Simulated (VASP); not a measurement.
# Se (P3_221) in VASP: notebook, part 2 of 2

VASP 6.6.1. The steps go on from the part before.

### Step 3. Single point, LDA (equal xx and yy strain of -1 %)

Contents of INCAR:

```
SYSTEM = Se
PREC = Accurate
ENCUT = 520
EDIFF = 1E-7
ISMEAR = -1
SIGMA = 0.03
LREAL = .FALSE.
LASPH = .TRUE.
NELM = 80
ALGO = Normal
ISIF = 2
LWAVE = .FALSE.
LCHARG = .FALSE.
GGA = CA
NBANDS = 16
```

Contents of KPOINTS:

```
regular mesh
0
G
  8 8 6
  0 0 0
```

Contents of POSCAR:

```
Se
1.0
    4.3116179808      0.0000000000      0.0000000000
   -2.1558089904      3.7339707028      0.0000000000
    0.0000000000      0.0000000000      4.9494500000
Se
3
Direct
    0.2170000000      0.0000000000      0.1666666667
    0.0000000000      0.2170000000      0.8333333333
    0.7830000000      0.7830000000      0.5000000000
```

Potentials or basis: VASP PAW LDA potentials, release 64 (Se).

The run is started by

```console
cat potpaw_LDA.64/Se/POTCAR > POTCAR
mpirun -np 1 vasp_std > vasp.out
```

OUTCAR:

```text
SYSTEM = Se
   PREC = Accurate
   ENCUT = 520
   EDIFF = 1E-7
   ISMEAR = -1
   LREAL = .FALSE.
   LASPH = .TRUE.
   NELM = 80
   ISIF = 2
   GGA = CA

 ion  position               nearest neighbor table
   1  0.217  0.000  0.167-   3 2.31   2 2.31
   2  0.000  0.217  0.833-   3 2.31   1 2.31
   3  0.783  0.783  0.500-   1 2.31   2 2.31

  LATTYP: Found a hexagonal cell.
 ALAT       =     4.3116179808
 C/A-ratio  =     1.1479333332

  Lattice vectors:

 A1 = (   4.3116179808,   0.0000000000,   0.0000000000)
 A2 = (  -2.1558089904,   3.7339707028,   0.0000000000)
 A3 = (   0.0000000000,   0.0000000000,   4.9494500000)

Analysis of symmetry for initial positions (statically):
=====================================================================
 Subroutine PRICEL returns:
 Original cell was already a primitive cell.

 Routine SETGRP: Setting up the symmetry group for a
 hexagonal supercell.

 Subroutine GETGRP returns: Found  6 space group operations
 (whereof  2 operations were pure point group operations)
 out of a pool of 24 trial point group operations.

The static configuration has the point symmetry C_2 .
 The point group associated with its full space group is D_3 .

Analysis of symmetry for dynamics (positions and initial velocities):
=====================================================================
 Subroutine PRICEL returns:
 Original cell was already a primitive cell.

 Routine SETGRP: Setting up the symmetry group for a
 hexagonal supercell.

 Subroutine GETGRP returns: Found  6 space group operations
 (whereof  2 operations were pure point group operations)
 out of a pool of 24 trial point group operations.

The dynamic configuration has the point symmetry C_2 .
 The point group associated with its full space group is D_3 .

 Subroutine INISYM returns: Found  6 space group operations
[... 109 lines left out ...]
   PSTRESS=    0.0 pullay stress
   NELECT =      18.0000    total number of electrons
   NUPDOWN=      -1.0000    fix difference up-down
   EMIN   =  10.00;   EMAX   =-10.00  energy-range for DOS
   EFERMI =   0.00;   METHOD = LEGACY
   ISMEAR =    -1;   SIGMA  =   0.03  broadening in eV -4-tet -1-fermi 0-gaus
   EFERMI_NEDOS =   21; number of points for ismear=-14 and -15
   IALGO  =     38    algorithm
   IMIX   =      4    mixing-type and parameters
     AMIX     =   0.40;   BMIX     =  1.00
     AMIX_MAG =   1.60;   BMIX_MAG =  1.00
  volume/ion in A,a.u.               =      26.56       179.24
  Fermi-wavevector in a.u.,A,eV,Ry     =   0.997033  1.884120 13.525215  0.994075
  Thomas-Fermi vector in A             =   2.129162
   LORBIT       =      0    0 simple, 1 ext, 2 COOP (PROOUT), +10 PAW based schemes
   GGA     = CA    functional components
   LHFCALC =     F    Hartree Fock is set to
   AEXX    =    0.0000 exact exchange contribution
   IVDW    =     0    specifies the selected vdW correction
   LEPSILON=     F    determine dielectric tensor
   LRPA    =     F    only Hartree local field effects (RPA)
 non-spin polarized calculation
  energy-cutoff  :      520.00
  volume of cell :       79.68
 maximum number of plane-waves:      2162
   NGX = 17   NGY = 17   NGZ = 19

 number of electron      17.9999996 magnetization

 Free energy of the ion-electron system (eV)
  ---------------------------------------------------
  ext. energy  EPLUGINS =         0.00000000
  ---------------------------------------------------
  free energy    TOTEN  =       -12.24443553 eV

  energy without entropy =      -12.24443553  energy(sigma->0) =      -12.24443553

 E-fermi :   3.4300     XC(G=0):  -9.2660

 val. band max:        2.9478043598   @ k =   0.5000  -0.0000   0.5000
 cond. band min:       3.9182333122   @ k =   0.3750   0.2500   0.5000
 fundamental gap:      0.9704289524
 Fermi energy:         3.4299510445

 k-point     1 :       0.0000    0.0000    0.0000
  band No.  band energies     occupation
      1     -13.3668      2.00000
      2      -8.9838      2.00000
      3      -8.9838      2.00000
      4      -1.0832      2.00000
      5      -1.0832      2.00000
      6      -0.9257      2.00000
[... 433 lines left out ...]
      3      -8.3234      2.00000
      4      -2.5938      2.00000
      5      -2.3050      2.00000
      6      -0.5400      2.00000
[... 8 lines left out ...]
     15      11.5101      0.00000
     16      12.4712      0.00000

 [... further k-points ...]
[... 5 lines left out ...]
  --------------------------------------------------------------------------------------
  -------------------------------------------------------------------------------------
  Total        0.8730030      0.8730030      2.2623908     -0.0000000     -0.0000000      0.0000000
  in kB       17.5532758     17.5532758     45.4893880     -0.0000000     -0.0000000      0.0000000
  external PRESSURE =      26.8653132 kB  Pullay stress =       0.0000000 kB

 VOLUME and BASIS-vectors are now :
 -----------------------------------------------------------------------------
  energy-cutoff  :      520.00
  volume of cell :       79.68
      direct lattice vectors                 reciprocal lattice vectors
     4.311617981  0.000000000  0.000000000     0.231931494  0.133905711  0.000000000
    -2.155808990  3.733970703  0.000000000     0.000000000  0.267811421  0.000000000
     0.000000000  0.000000000  4.949450000     0.000000000  0.000000000  0.202042651

 POSITION                                       TOTAL-FORCE (eV/Angst)
 -----------------------------------------------------------------------------------
      0.93562      0.00000      0.82491         1.198187      0.000000     -0.000000
     -0.46781      0.81027      4.12454        -0.599093      1.037660      0.000000
      1.68800      2.92370      2.47472        -0.599093     -1.037660     -0.000000
 -----------------------------------------------------------------------------------
    total drift:                               -0.000000     -0.000001     -0.000000

  FREE ENERGIE OF THE ION-ELECTRON SYSTEM (eV)
  ---------------------------------------------------
  free  energy   TOTEN  =       -12.2444355324 eV

  energy  without entropy=      -12.2444355296  energy(sigma->0) =      -12.24443553
```

Wall time 33 s (1 thread of Intel Xeon Platinum 8375C at 2.90GHz (Ice Lake), shared host); peak memory 0.19 GiB.

Results:

* Free energy: -12.2444 eV
* Pressure: 2.7 GPa
* Largest force: 1.198 eV/Å
* Band gap on the k mesh: 0.97 eV, indirect (least direct gap 1.01 eV)

Forces on the atoms (eV/Å):
```
Se   1.198  0.000  0.000
Se  -0.599  1.038  0.000
Se  -0.599 -1.038  0.000
```

Caveat: the cell differs from its parent crystal (equal xx and yy strain of -1 %); forces of over 1 eV/Å act on the atoms, so gaps and moduli don't describe the material at rest.

### Step 4. Single point, LDA (equal xx and yy strain of +2 %)

Contents of INCAR:

```
PREC = Accurate ; ENCUT = 520
EDIFF = 1E-6 ; ISMEAR = -1
SIGMA = 0.03 ; LREAL = False
LASPH = True ; NELM = 60
ALGO = Normal ; ISIF = 2
LWAVE = False ; LCHARG = False
NBANDS = 16
```

Contents of KPOINTS:

```
regular mesh
0
Gamma
  8 8 6
```

Contents of POSCAR:

```
Se
1.0
    4.4422730712      0.0000000000      0.0000000000
   -2.2211365356      3.8471213302      0.0000000000
    0.0000000000      0.0000000000      4.9494500000
Se
3
Direct
    0.2170000000      0.0000000000      0.1666666667
    0.0000000000      0.2170000000      0.8333333333
    0.7830000000      0.7830000000      0.5000000000
```

Potentials or basis: VASP PAW LDA potentials, release 64 (Se).

The run is started by

```console
cat potpaw_LDA.64/Se/POTCAR > POTCAR
mpirun -np 1 vasp_std > vasp.out
```

OUTCAR:

```text
PREC = Accurate
   ENCUT = 520
   EDIFF = 1E-6
   ISMEAR = -1
   LREAL = False
   LASPH = True
   NELM = 60
   ISIF = 2

 ion  position               nearest neighbor table
   1  0.217  0.000  0.167-   3 2.35   2 2.35
   2  0.000  0.217  0.833-   3 2.35   1 2.35
   3  0.783  0.783  0.500-   2 2.35   1 2.35

  LATTYP: Found a hexagonal cell.
 ALAT       =     4.4422730712
 C/A-ratio  =     1.1141705880

  Lattice vectors:

 A1 = (   4.4422730712,   0.0000000000,   0.0000000000)
 A2 = (  -2.2211365356,   3.8471213302,   0.0000000000)
[... 630 lines left out ...]
      5      -2.5963      2.00000
      6      -0.9460      2.00000
[... 8 lines left out ...]
     15      10.7241      0.00000
     16      11.6424      0.00000

 [... further k-points ...]
[... 5 lines left out ...]
  --------------------------------------------------------------------------------------
  -------------------------------------------------------------------------------------
  Total       -0.3866311     -0.3866311      0.4205315      0.0000000      0.0000000      0.0000000
  in kB       -7.3233407     -7.3233407      7.9654636      0.0000000      0.0000000      0.0000000
  external PRESSURE =      -2.2270726 kB  Pullay stress =       0.0000000 kB

 VOLUME and BASIS-vectors are now :
 -----------------------------------------------------------------------------
  energy-cutoff  :      520.00
  volume of cell :       84.59
      direct lattice vectors                 reciprocal lattice vectors
     4.442273071  0.000000000  0.000000000     0.225109980  0.129967307  0.000000000
    -2.221136536  3.847121330  0.000000000     0.000000000  0.259934615  0.000000000
     0.000000000  0.000000000  4.949450000     0.000000000  0.000000000  0.202042651

 POSITION                                       TOTAL-FORCE (eV/Angst)
 -----------------------------------------------------------------------------------
      0.96397      0.00000      0.82491         0.552464     -0.000000      0.000000
     -0.48199      0.83483      4.12454        -0.276232      0.478448     -0.000000
      1.73915      3.01230      2.47472        -0.276232     -0.478448     -0.000000
 -----------------------------------------------------------------------------------
    total drift:                               -0.000000     -0.000000      0.000000

  FREE ENERGIE OF THE ION-ELECTRON SYSTEM (eV)
  ---------------------------------------------------
  free  energy   TOTEN  =       -12.2587531621 eV

  energy  without entropy=      -12.2587531618  energy(sigma->0) =      -12.25875316
```

OSZICAR:

```text
N       E                     dE             d eps       ncg     rms          rms(c)
DAV:   1     0.794365359303E+02    0.79437E+02   -0.70549E+03  1600   0.926E+02
DAV:   2    -0.685692836265E+01   -0.86293E+02   -0.82199E+02  2128   0.152E+02
DAV:   3    -0.123491858994E+02   -0.54923E+01   -0.54734E+01  1984   0.437E+01
DAV:   4    -0.123920156605E+02   -0.42830E-01   -0.42822E-01  2144   0.451E+00
DAV:   5    -0.123923411100E+02   -0.32545E-03   -0.32545E-03  2008   0.386E-01    0.746E+00
DAV:   6    -0.122968515163E+02    0.95490E-01   -0.42761E-02  1920   0.120E+00    0.456E+00
DAV:   7    -0.122596798857E+02    0.37172E-01   -0.81894E-02  1880   0.161E+00    0.205E-01
DAV:   8    -0.122587256580E+02    0.95423E-03   -0.86301E-03  1832   0.562E-01    0.964E-02
DAV:   9    -0.122587511872E+02   -0.25529E-04   -0.28245E-04  2160   0.102E-01    0.277E-02
DAV:  10    -0.122587526276E+02   -0.14403E-05   -0.17779E-05  2040   0.260E-02    0.638E-03
DAV:  11    -0.122587531621E+02   -0.53452E-06   -0.28710E-06  2056   0.939E-03
   1 F= -.12258753E+02 E0= -.12258753E+02  d E =-.336376E-09
```

stdout:

```text
POSCAR found type information on POSCAR Se
 POSCAR found :  1 types and       3 ions
 scaLAPACK will be used
 LDA part: xc-table for (Slater(with rela. corr.)+CA(PZ))
 , standard interpolation
 POSCAR, INCAR and KPOINTS ok, starting setup
 FFT: planning ... GRIDC
 FFT: planning ... GRID_SOFT
 FFT: planning ... GRID
 WAVECAR not read
 entering main loop
```

Run time: 37 s. Hardware: 1 thread of Intel Xeon Platinum 8375C at 2.90GHz (Ice Lake), shared host; peak memory 0.2 GiB.

What came out:

```yaml
Free_energy: -12.2588 eV
Pressure: -0.2 GPa
Largest_force: 0.552 eV/Å
Band_gap_on_the_k_mesh: 1.09 eV, indirect (least direct gap 1.19 eV)
```

Forces on the atoms (eV/Å):
```
Se   0.552  0.000  0.000
Se  -0.276  0.478  0.000
Se  -0.276 -0.478  0.000
```

Stress tensor (GPa, compression positive):
```
-0.73  0.00  0.00
 0.00 -0.73  0.00
 0.00  0.00  0.80
```

Levels at points of the mesh, in eV from the valence-band top:
```tsv
k point	band 7	band 8	band 9	band 10	band 11	band 12
(0.00, 0.00, 0.00)	-2.09	-2.09	-0.37	1.95	1.95	2.29
(0.50, 0.00, 0.00)	-2.83	-1.89	-0.98	1.97	2.47	4.07
(0.00, 0.00, 0.50)	-1.52	-1.52	-1.07	1.27	1.27	1.28
(0.50, 0.00, 0.50)	-1.79	-1.29	0.00	1.54	2.64	3.05
```

Caveat: the cell differs from its parent crystal (equal xx and yy strain of +2 %).

### Step 5. Summary

```tsv
cell	gap on the mesh (eV)	pressure (GPa)	largest force (eV/Å)
a = 4.225, b = 4.225, c = 4.949 Å, angles 90.0, 90.0, 120.0°, 3 atoms	0.88	5.1	1.65
a = 4.312, b = 4.312, c = 4.949 Å, angles 90.0, 90.0, 120.0°, 3 atoms	0.97	2.7	1.20
a = 4.442, b = 4.442, c = 4.949 Å, angles 90.0, 90.0, 120.0°, 3 atoms	1.09	-0.2	0.55
```

Alike in all rows: task single point; level LDA; potentials or basis VASP PAW LDA potentials, release 64 (Se); no spin polarisation; k mesh 8 × 8 × 6; cutoff (eV) 520; smearing fermi-dirac 0.03 eV.

Caveats: forces of over 1 eV/Å act on the atoms, so gaps and moduli don't describe the material at rest (some runs).

Total energies depend on the potentials used, so only differences within one code and one set of settings carry meaning.
